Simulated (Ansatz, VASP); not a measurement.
**One calculation of HfN, two programs**

```xyz
4
Lattice="3.0339 0.0000 0.0000 -1.5169 2.6274 0.0000 0.0000 0.0000 5.2292" Properties=species:S:1:pos:R:3 pbc="T T T"
Hf    1.5169    0.8758    3.9219
Hf    0.0000    1.7516    1.3073
N     0.0000    0.0000    0.0000
N     0.0000    0.0000    2.6146
```

Change from the starting cell: strain -0.030 along x and y, -0.030 along z, atoms carried along.

Alike in both runs: task single point; functional PBEsol; k mesh 18 × 18 × 10; occupations gaussian, width 0.15 eV; no spin polarisation.

|  | VASP | Ansatz |
| --- | --- | --- |
| version | VASP 6.6.1 | Ansatz 0.2.0 |
| potentials or method | VASP PAW PBE potentials, release 64 (Hf_pv, N), cutoff 520 eV | scalar-relativistic, plane waves, PAW |
| valence electrons in the cell | 30 | 62 |

Ansatz gave:

| Property | Result |
| --- | --- |
| gap on the k mesh at the Fermi level (eV) | none |
| pressure (GPa) | 30.8 |
| traceless stress, the component that is largest in VASP (GPa) | 0.53 |

Question: Estimate VASP's values.

Answer: gap on the k mesh at the Fermi level (eV): none; pressure (GPa): 28.8; traceless stress, the component that is largest in VASP (GPa): 0.65.

VASP's potentials were made for PBE, not for PBEsol. A gap of «none» marks a metal or a gap that the smearing closes. Both programs put the cell under a high pressure, so it lies far from rest at this level. The functional is the same, so the differences come from potentials, cutoffs and numerics. VASP's potentials hold 30 valence electrons a cell and Ansatz's 62, so a difference there can come from the potentials and not from the codes.

Neither program's run includes spin-orbit coupling.
